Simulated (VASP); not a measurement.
## I: single point with PBE

I:

```
CELL_PARAMETERS angstrom
4.09741 -2.34515 0.00000
4.09741 2.34515 0.00000
0.00000 0.00000 9.67886
ATOMIC_POSITIONS crystal
I 0.83679 0.16321 0.87808
I 0.33679 0.66321 0.62192
I 0.16321 0.83679 0.12192
I 0.66321 0.33679 0.37808
```

```yaml
Program: VASP 6.6.1
Task: single point
Functional: PBE
Potentials_or_basis: VASP PAW PBE potentials, release 64 (I)
Cutoff: 520 eV
k_mesh: 6 × 6 × 2
Occupations: gaussian, width 0.1 eV
Spin: no spin polarisation
```

```json
{
  "Pressure": "0.1 GPa",
  "Largest force": "0.034 eV/Å",
  "Band gap on the k mesh": "1.06 eV (least direct gap 1.19 eV)"
}
```

Forces on the atoms (eV/Å):
```
I    0.000 -0.028  0.019
I    0.000 -0.028 -0.019
I    0.000  0.028 -0.019
I    0.000  0.028  0.019
```

Stress tensor (GPa, compression positive):
```
0.28 0.00 0.00
0.00 0.01 0.00
0.00 0.00 0.09
```

Levels at points of the mesh, in eV from the valence-band top:
| k point | band 10 | band 11 | band 12 | band 13 | band 14 | band 15 | band 16 | band 17 | band 18 | band 19 |
| --- | --- | --- | --- | --- | --- | --- | --- | --- | --- | --- |
| (0.00, 0.00, 0.00) | -1.38 | -1.21 | -0.67 | -0.60 | -0.06 | 1.13 | 1.77 | 4.85 | 5.10 | 5.56 |
| (0.50, 0.00, 0.00) | -1.72 | -1.44 | -1.44 | -0.74 | -0.74 | 2.12 | 2.12 | 5.39 | 5.39 | 7.17 |
| (0.50, 0.50, 0.00) | -1.76 | -1.69 | -1.45 | -0.76 | -0.21 | 1.07 | 1.63 | 5.05 | 6.24 | 6.41 |
| (0.00, 0.00, 0.50) | -1.50 | -0.94 | -0.94 | -0.27 | -0.27 | 1.21 | 1.21 | 5.33 | 5.33 | 5.99 |
| (0.50, 0.00, 0.50) | -1.80 | -0.82 | -0.82 | 0.00 | 0.00 | 1.39 | 1.39 | 5.78 | 5.78 | 6.38 |
| (0.50, 0.50, 0.50) | -1.79 | -1.09 | -1.09 | -0.83 | -0.83 | 1.13 | 1.13 | 6.07 | 6.07 | 7.08 |

It took 54 s on 1 thread of Intel(R) Xeon(R) Platinum 8488C (Sapphire Rapids), on a shared host, peak memory 0.31 GiB.

Caveat: spin-orbit coupling is left out, which moves the levels of the heavy elements. As with any semilocal functional, this PBE gap is likely too small.
